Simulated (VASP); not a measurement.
# Ag (P6_3/mmc) in VASP: notebook

Runs on Ag. Level: PBE. Tasks: single point.

Everything below comes from runs of VASP 6.6.1. Logs are shortened: lines on timing, memory, paths and dates and some standing lists are left out, and cuts for length are marked.

## Step 1: The cell of the first run

The structure is hexagonal, space group P6_3/mmc (No. 194). The conventional cell has a = 2.937 Å, b = 2.937 Å, c = 9.564 Å, α = 90.00°, β = 90.00°, γ = 120.00°. Ag (site symmetry -6m2) has 12 Ag at 2.93 to 2.94 Å within 3.9 Å. Within 3.9 Å of Ag (site symmetry -3m) lie 12 Ag at 2.93 to 2.94 Å.

This isn't the form of Ag at room conditions, which is fcc.

## Step 2: Single point, PBE

Input file INCAR:

```
SYSTEM = Ag
PREC = Accurate
ENCUT = 520
EDIFF = 1E-7
ISMEAR = 0
SIGMA = 0.1
LREAL = .FALSE.
LASPH = .TRUE.
NELM = 100
ALGO = Fast
ISIF = 2
LWAVE = .FALSE.
LCHARG = .FALSE.
GGA = PE
NBANDS = 30
```

Input file KPOINTS:

```
regular mesh
0
G
  18 18 4
  0 0 0
```

Input file POSCAR:

```
Ag
1.0
    2.9368177657      0.0000000000      0.0000000000
   -1.4684088828      2.5433587914      0.0000000000
    0.0000000000      0.0000000000      9.5635103912
Ag
4
Direct
    0.3333333333      0.6666666667      0.2500000000
    0.6666666667      0.3333333333      0.7500000000
    0.0000000000      0.0000000000      0.0000000000
    0.0000000000      0.0000000000      0.5000000000
```

Potentials or basis: VASP PAW PBE potentials, release 64 (Ag).

The run is started by

```console
cat potpaw_PBE.64/Ag/POTCAR > POTCAR
mpirun -np 1 vasp_std > vasp.out
```

OUTCAR:

```text
SYSTEM = Ag
   PREC = Accurate
   ENCUT = 520
   EDIFF = 1E-7
   ISMEAR = 0
   LREAL = .FALSE.
   LASPH = .TRUE.
   NELM = 100
   ISIF = 2
   GGA = PE

 ion  position               nearest neighbor table
   1  0.333  0.667  0.250-   3 2.93   4 2.93   3 2.93   4 2.93   3 2.93   4 2.93
   2  0.667  0.333  0.750-   3 2.93   4 2.93   3 2.93   4 2.93   3 2.93   4 2.93
   3  0.000  0.000  0.000-   1 2.93   2 2.93   1 2.93   2 2.93   2 2.93   1 2.93
   4  0.000  0.000  0.500-   1 2.93   2 2.93   1 2.93   2 2.93   2 2.93   1 2.93

  LATTYP: Found a hexagonal cell.
 ALAT       =     2.9368177657
 C/A-ratio  =     3.2564194152

  Lattice vectors:

 A1 = (   2.9368177657,   0.0000000000,   0.0000000000)
 A2 = (  -1.4684088828,   2.5433587914,   0.0000000000)
 A3 = (   0.0000000000,   0.0000000000,   9.5635103912)

Analysis of symmetry for initial positions (statically):
=====================================================================
 Subroutine PRICEL returns:
 Original cell was already a primitive cell.

 Routine SETGRP: Setting up the symmetry group for a
 hexagonal supercell.

 Subroutine GETGRP returns: Found 24 space group operations
 (whereof 12 operations were pure point group operations)
 out of a pool of 24 trial point group operations.

The static configuration has the point symmetry D_3d.
 The point group associated with its full space group is D_6h.

Analysis of symmetry for dynamics (positions and initial velocities):
=====================================================================
 Subroutine PRICEL returns:
 Original cell was already a primitive cell.

 Routine SETGRP: Setting up the symmetry group for a
 hexagonal supercell.

 Subroutine GETGRP returns: Found 24 space group operations
 (whereof 12 operations were pure point group operations)
 out of a pool of 24 trial point group operations.

The dynamic configuration has the point symmetry D_3d.
 The point group associated with its full space group is D_6h.

 Subroutine INISYM returns: Found 24 space group operations
 (whereof 12 operations are pure point group operations),
 and found     1 'primitive' translations

----------------------------------------------------------------------------------------

                                     Primitive cell

  volume of cell :      71.4335

  direct lattice vectors                    reciprocal lattice vectors
     2.936817766  0.000000000  0.000000000     0.340504614  0.196590431  0.000000000
    -1.468408883  2.543358791  0.000000000     0.000000000  0.393180861  0.000000000
     0.000000000  0.000000000  9.563510391     0.000000000  0.000000000  0.104564115
[... 92 lines left out ...]
   IBRION =     -1    ionic relax: 0-MD 1-quasi-New 2-CG
   NFREE  =      0    steps in history (QN), initial steepest desc. (CG)
   ISIF   =      2    stress and relaxation
   ISYM   =      2    0-nonsym 1-usesym 2-fastsym
   POTIM  = 0.5000    time-step for ionic-motion
   TEBEG  =    0.0;   TEEND  =   0.0 temperature during run
   PSTRESS=    0.0 pullay stress
   NELECT =      44.0000    total number of electrons
   NUPDOWN=      -1.0000    fix difference up-down
   EMIN   =  10.00;   EMAX   =-10.00  energy-range for DOS
   EFERMI =   0.00;   METHOD = LEGACY
   ISMEAR =     0;   SIGMA  =   0.10  broadening in eV -4-tet -1-fermi 0-gaus
   EFERMI_NEDOS =   21; number of points for ismear=-14 and -15
   IALGO  =     68    algorithm
   IMIX   =      4    mixing-type and parameters
     AMIX     =   0.40;   BMIX     =  1.00
     AMIX_MAG =   1.60;   BMIX_MAG =  1.00
  volume/ion in A,a.u.               =      17.86       120.51
  Fermi-wavevector in a.u.,A,eV,Ry     =   1.392916  2.632230 26.398245  1.940216
  Thomas-Fermi vector in A             =   2.516613
   LORBIT       =      0    0 simple, 1 ext, 2 COOP (PROOUT), +10 PAW based schemes
   GGA     = PE    functional components
   LHFCALC =     F    Hartree Fock is set to
   AEXX    =    0.0000 exact exchange contribution
   IVDW    =     0    specifies the selected vdW correction
   LEPSILON=     F    determine dielectric tensor
   LRPA    =     F    only Hartree local field effects (RPA)
 non-spin polarized calculation
 RMM-DIIS sequential band-by-band and
 Gauss-broadening in eV      SIGMA  =   0.10
  energy-cutoff  :      520.00
  volume of cell :       71.43
 maximum number of plane-waves:      1968
 NGX is ok and might be reduce to    24
   NGX = 11   NGY = 11   NGZ = 35

 number of electron      44.0000012 magnetization

 Free energy of the ion-electron system (eV)
  ---------------------------------------------------
  ext. energy  EPLUGINS =         0.00000000
  ---------------------------------------------------
  free energy    TOTEN  =       -10.86423283 eV

  energy without entropy =      -10.85866380  energy(sigma->0) =      -10.86144832

 E-fermi :   7.8359     XC(G=0): -11.9351

 val. band max:        7.8268149962   @ k =   0.1667   0.1111   0.5000
 cond. band min:       7.8472606050   @ k =   0.3889   0.0556   0.0000
 fundamental gap:      0.0204456088
 Fermi energy:         7.8359454351

 k-point     1 :       0.0000    0.0000    0.0000
  band No.  band energies     occupation
      1       0.3692      2.00000
      2       1.6895      2.00000
      3       1.7028      2.00000
      4       1.7064      2.00000
      5       3.1452      2.00000
      6       3.1452      2.00000
[... 781 lines left out ...]
     29      16.5679      0.00000
     30      17.4934      0.00000

 [... further k-points ...]

------------------------ aborting loop because EDIFF is reached ----------------------------------------

  FORCE on cell =-STRESS in cart. coord.  units (eV):
  Direction    XX          YY          ZZ          XY          YZ          ZX
  --------------------------------------------------------------------------------------
  -------------------------------------------------------------------------------------
  Total       -0.0673156     -0.0673156     -0.0537615     -0.0000000      0.0000000      0.0000000
  in kB       -1.5098182     -1.5098182     -1.2058124     -0.0000000      0.0000000      0.0000000
  external PRESSURE =      -1.4084829 kB  Pullay stress =       0.0000000 kB

 VOLUME and BASIS-vectors are now :
 -----------------------------------------------------------------------------
  energy-cutoff  :      520.00
  volume of cell :       71.43
      direct lattice vectors                 reciprocal lattice vectors
     2.936817766  0.000000000  0.000000000     0.340504614  0.196590431  0.000000000
    -1.468408883  2.543358791  0.000000000     0.000000000  0.393180861  0.000000000
     0.000000000  0.000000000  9.563510391     0.000000000  0.000000000  0.104564115

 POSITION                                       TOTAL-FORCE (eV/Angst)
 -----------------------------------------------------------------------------------
     -0.00000      1.69557      2.39088        -0.000000     -0.000000      0.000000
      1.46841      0.84779      7.17263         0.000000      0.000000     -0.000000
      0.00000      0.00000      0.00000        -0.000000      0.000000      0.000000
      0.00000      0.00000      4.78176        -0.000000      0.000000      0.000000
 -----------------------------------------------------------------------------------
    total drift:                               -0.000000      0.000000      0.000000

  FREE ENERGIE OF THE ION-ELECTRON SYSTEM (eV)
  ---------------------------------------------------
  free  energy   TOTEN  =       -10.8642328259 eV

  energy  without entropy=      -10.8586638049  energy(sigma->0) =      -10.86144832
```

stdout:

```text
POSCAR found type information on POSCAR Ag
 POSCAR found :  1 types and       4 ions
 scaLAPACK will be used
 LDA part: xc-table for (Slater+PW92), standard interpolation
 POSCAR, INCAR and KPOINTS ok, starting setup
 FFT: planning ... GRIDC
 FFT: planning ... GRID_SOFT
 FFT: planning ... GRID
 WAVECAR not read
 entering main loop
```

Wall time 4.2 min (1 thread of Intel Xeon Platinum 8259CL at 2.50GHz (Skylake/Cascade Lake), shared host); peak memory 0.31 GiB.

What came out:

| Quantity | Value |
| --- | --- |
| Free energy | -10.8642 eV |
| Pressure | -0.1 GPa |
| Band gap on the k mesh | zero (bands 22 and 23 overlap by 6.37 eV) |

Levels at points of the mesh, in eV from the Fermi level:
| k point | band 18 | band 19 | band 20 | band 21 | band 22 | band 23 | band 24 | band 25 | band 26 | band 27 |
| --- | --- | --- | --- | --- | --- | --- | --- | --- | --- | --- |
| (0.00, 0.00, 0.00) | -3.61 | -3.61 | -3.41 | -3.41 | -3.04 | -3.04 | -0.29 | 3.36 | 10.82 | 10.84 |
| (0.50, 0.00, 0.00) | -2.87 | -2.87 | -2.84 | -0.14 | 0.77 | 0.93 | 1.47 | 4.03 | 4.11 | 7.16 |
| (0.00, 0.00, 0.50) | -3.77 | -3.19 | -3.19 | -3.19 | -3.19 | -2.36 | -2.36 | 6.23 | 6.23 | 15.12 |
| (0.50, 0.00, 0.50) | -2.98 | -2.88 | -2.88 | 0.24 | 0.24 | 1.32 | 1.32 | 4.51 | 4.51 | 6.11 |

## Step 3: Single point, PBE (18.39 Å³/atom)

This run uses another cell than the first one, of 18.39 Å³/atom.

Input file INCAR:

```
SYSTEM = Ag
PREC = Accurate
ENCUT = 520
EDIFF = 1E-6
ISMEAR = 0
SIGMA = 0.1
LREAL = .False.
LASPH = .True.
NELM = 60
ALGO = Fast
ISIF = 2
LWAVE = .False.
LCHARG = .False.
GGA = PE
NBANDS = 30
```

Input file KPOINTS:

```
regular mesh
0
Gamma
  18 18 4
  0 0 0
```

Input file POSCAR:

```
Ag
1.0
    2.9658967961      0.0000000000      0.0000000000
   -1.4829483980      2.5685419704      0.0000000000
    0.0000000000      0.0000000000      9.6582066313
Ag
4
Direct
    0.3333333333      0.6666666667      0.2500000000
    0.6666666667      0.3333333333      0.7500000000
    0.0000000000      0.0000000000      0.0000000000
    0.0000000000      0.0000000000      0.5000000000
```

Potentials or basis: VASP PAW PBE potentials, release 64 (Ag).

The run is started by

```console
cat potpaw_PBE.64/Ag/POTCAR > POTCAR
mpirun -np 1 vasp_std > vasp.out
```

OUTCAR:

```text
SYSTEM = Ag
   PREC = Accurate
   ENCUT = 520
   EDIFF = 1E-6
   ISMEAR = 0
   LREAL = .False.
   LASPH = .True.
   NELM = 60
   ISIF = 2
   GGA = PE

 ion  position               nearest neighbor table
   1  0.333  0.667  0.250-   3 2.96   4 2.96   3 2.96   4 2.96   3 2.96   4 2.96
   2  0.667  0.333  0.750-   3 2.96   4 2.96   3 2.96   4 2.96   3 2.96   4 2.96
   3  0.000  0.000  0.000-   1 2.96   2 2.96   1 2.96   2 2.96   2 2.96   1 2.96
   4  0.000  0.000  0.500-   1 2.96   2 2.96   1 2.96   2 2.96   2 2.96   1 2.96

  LATTYP: Found a hexagonal cell.
 ALAT       =     2.9658967961
 C/A-ratio  =     3.2564203326

  Lattice vectors:

 A1 = (   2.9658967961,   0.0000000000,   0.0000000000)
 A2 = (  -1.4829483980,   2.5685419704,   0.0000000000)
 A3 = (   0.0000000000,   0.0000000000,   9.6582066313)

Analysis of symmetry for initial positions (statically):
=====================================================================
 Subroutine PRICEL returns:
 Original cell was already a primitive cell.

 Routine SETGRP: Setting up the symmetry group for a
 hexagonal supercell.

 Subroutine GETGRP returns: Found 24 space group operations
 (whereof 12 operations were pure point group operations)
 out of a pool of 24 trial point group operations.

The static configuration has the point symmetry D_3d.
 The point group associated with its full space group is D_6h.

Analysis of symmetry for dynamics (positions and initial velocities):
=====================================================================
 Subroutine PRICEL returns:
 Original cell was already a primitive cell.

 Routine SETGRP: Setting up the symmetry group for a
 hexagonal supercell.

 Subroutine GETGRP returns: Found 24 space group operations
 (whereof 12 operations were pure point group operations)
 out of a pool of 24 trial point group operations.

The dynamic configuration has the point symmetry D_3d.
 The point group associated with its full space group is D_6h.

 Subroutine INISYM returns: Found 24 space group operations
[... 122 lines left out ...]
  volume/ion in A,a.u.               =      18.39       124.13
  Fermi-wavevector in a.u.,A,eV,Ry     =   1.379260  2.606423 25.883136  1.902357
  Thomas-Fermi vector in A             =   2.504245
   LORBIT       =      0    0 simple, 1 ext, 2 COOP (PROOUT), +10 PAW based schemes
   GGA     = PE    functional components
   LHFCALC =     F    Hartree Fock is set to
   AEXX    =    0.0000 exact exchange contribution
   IVDW    =     0    specifies the selected vdW correction
   LEPSILON=     F    determine dielectric tensor
   LRPA    =     F    only Hartree local field effects (RPA)
 non-spin polarized calculation
 RMM-DIIS sequential band-by-band and
 Gauss-broadening in eV      SIGMA  =   0.10
  energy-cutoff  :      520.00
  volume of cell :       73.58
 maximum number of plane-waves:      2028
 NGX is ok and might be reduce to    24
   NGX = 11   NGY = 11   NGZ = 35

 number of electron      43.9999987 magnetization

 Free energy of the ion-electron system (eV)
  ---------------------------------------------------
  ext. energy  EPLUGINS =         0.00000000
  ---------------------------------------------------
  free energy    TOTEN  =       -10.84664652 eV

  energy without entropy =      -10.84077095  energy(sigma->0) =      -10.84370873

 E-fermi :   7.4563     XC(G=0): -11.7621

 val. band max:        7.4247040141   @ k =   0.1667   0.1111   0.5000
 cond. band min:       7.4733959554   @ k =   0.0556  -0.0000   0.0000
 fundamental gap:      0.0486919413
 Fermi energy:         7.4563157055

 k-point     1 :       0.0000    0.0000    0.0000
  band No.  band energies     occupation
      1       0.1924      2.00000
      2       1.4776      2.00000
      3       1.4928      2.00000
      4       1.4958      2.00000
      5       2.8613      2.00000
      6       2.8613      2.00000
[... 781 lines left out ...]
     29      16.0283      0.00000
     30      16.8938      0.00000

 [... further k-points ...]

------------------------ aborting loop because EDIFF is reached ----------------------------------------

  FORCE on cell =-STRESS in cart. coord.  units (eV):
  Direction    XX          YY          ZZ          XY          YZ          ZX
  --------------------------------------------------------------------------------------
  -------------------------------------------------------------------------------------
  Total       -1.1711457     -1.1711457     -1.1407322     -0.0000000      0.0000000      0.0000000
  in kB      -25.5024732    -25.5024732    -24.8402004     -0.0000000      0.0000000      0.0000000
  external PRESSURE =     -25.2817156 kB  Pullay stress =       0.0000000 kB

 VOLUME and BASIS-vectors are now :
 -----------------------------------------------------------------------------
  energy-cutoff  :      520.00
  volume of cell :       73.58
      direct lattice vectors                 reciprocal lattice vectors
     2.965896796  0.000000000  0.000000000     0.337166149  0.194662967  0.000000000
    -1.482948398  2.568541970  0.000000000     0.000000000  0.389325933  0.000000000
     0.000000000  0.000000000  9.658206631     0.000000000  0.000000000  0.103538891

 POSITION                                       TOTAL-FORCE (eV/Angst)
 -----------------------------------------------------------------------------------
     -0.00000      1.71236      2.41455        -0.000000      0.000000      0.000000
      1.48295      0.85618      7.24365         0.000000     -0.000000     -0.000000
      0.00000      0.00000      0.00000        -0.000000      0.000000      0.000000
      0.00000      0.00000      4.82910        -0.000000      0.000000      0.000000
 -----------------------------------------------------------------------------------
    total drift:                               -0.000000      0.000000      0.000000

  FREE ENERGIE OF THE ION-ELECTRON SYSTEM (eV)
  ---------------------------------------------------
  free  energy   TOTEN  =       -10.8466465153 eV

  energy  without entropy=      -10.8407709479  energy(sigma->0) =      -10.84370873
```

stdout:

```text
POSCAR found type information on POSCAR Ag
 POSCAR found :  1 types and       4 ions
 scaLAPACK will be used
 LDA part: xc-table for (Slater+PW92), standard interpolation
 POSCAR, INCAR and KPOINTS ok, starting setup
 FFT: planning ... GRIDC
 FFT: planning ... GRID_SOFT
 FFT: planning ... GRID
 WAVECAR not read
 entering main loop
```

Wall time 3.1 min (1 thread of Intel Xeon Platinum 8259CL at 2.50GHz (Skylake/Cascade Lake), shared host); peak memory 0.32 GiB.

What came out:

* Free energy: -10.8466 eV
* Pressure: -2.5 GPa
* Band gap on the k mesh: zero (bands 22 and 23 overlap by 6.26 eV)

Levels at points of the mesh, in eV from the Fermi level:
```csv
k point,band 20,band 21,band 22,band 23,band 24,band 25
"(0.00, 0.00, 0.00)",-3.38,-3.38,-3.03,-3.03,-0.21,3.20
"(0.50, 0.00, 0.00)",-2.84,-0.09,0.81,0.89,1.43,3.87
"(0.00, 0.00, 0.50)",-3.17,-3.17,-3.17,-2.28,-2.28,6.06
"(0.50, 0.00, 0.50)",-2.88,0.26,0.26,1.29,1.29,4.38
```

[end of part 1 of 2]
